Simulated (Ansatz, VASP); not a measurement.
**One calculation of Mg, two programs**

File INCAR:

```
SYSTEM = Mg
  PREC = Accurate
  ENCUT = 520
  EDIFF = 1E-7
  ISMEAR = 0
  SIGMA = 0.05
  LREAL = .False.
  LASPH = .True.
  NELM = 80
  ALGO = Fast
  ISIF = 2
  LWAVE = .False.
  LCHARG = .False.
  GGA = PE
  NBANDS = 9
```

File KPOINTS:

```
regular mesh
0
Gamma
  12 12 8
  0 0 0
```

POSCAR

```
Mg
1.0
    3.2093000000      0.0000000000      0.0000000000
   -1.6046500000      2.7793353284      0.0000000000
    0.0000000000      0.0000000000      5.2103000000
Mg
2
Direct
    0.3333333333      0.6666666667      0.2500000000
    0.6666666667      0.3333333333      0.7500000000
```

Input for Ansatz:

```yaml
crystal:
  lattice:
    - [3.2093, 0.0, 0.0]
    - [-1.60465, 2.7793353284, 0.0]
    - [0.0, 0.0, 5.2103]
  atoms:
    - { symbol: Mg, position: [0.3333333333, 0.6666666667, 0.25] }
    - { symbol: Mg, position: [0.6666666667, 0.3333333333, 0.75] }
basis:
  ecutwfc: 420
  fft_grid_basis: typed
kpoints:
  mp_grid: { grid: [12, 12, 8] }
hamiltonian:
  xc: pbe
  pseudopotentials: { kind: paw }
scf:
  occupations: { method: gaussian, width: 0.05 }
output:
  forces: true
  stress: true
  eigenvalues: true
  bader: true
  write_density: true
  volumetric_format: npy
  elf: true
```

Alike in both runs: task single point; functional PBE; k mesh 12 × 12 × 8; occupations gaussian, width 0.05 eV; no spin polarisation.

```csv
,VASP,Ansatz
version,VASP 6.6.1,Ansatz 0.2.0
potentials or method,"VASP PAW PBE potentials, release 64 (Mg), cutoff 520 eV","scalar-relativistic, plane waves, PAW"
valence electrons in the cell,4,20
```

```tsv
	VASP	Ansatz	Ansatz less VASP
gap on the k mesh at the Fermi level (eV)	none	none	-
pressure (GPa)	-0.6	-0.5	+0.13
traceless stress, the component that is largest in VASP (GPa)	-0.65	-0.65	+0.003
```

A gap of «none» marks a metal or a gap that the smearing closes. VASP's potentials hold 4 valence electrons a cell and Ansatz's 20, so a difference there can come from the potentials and not from the codes.
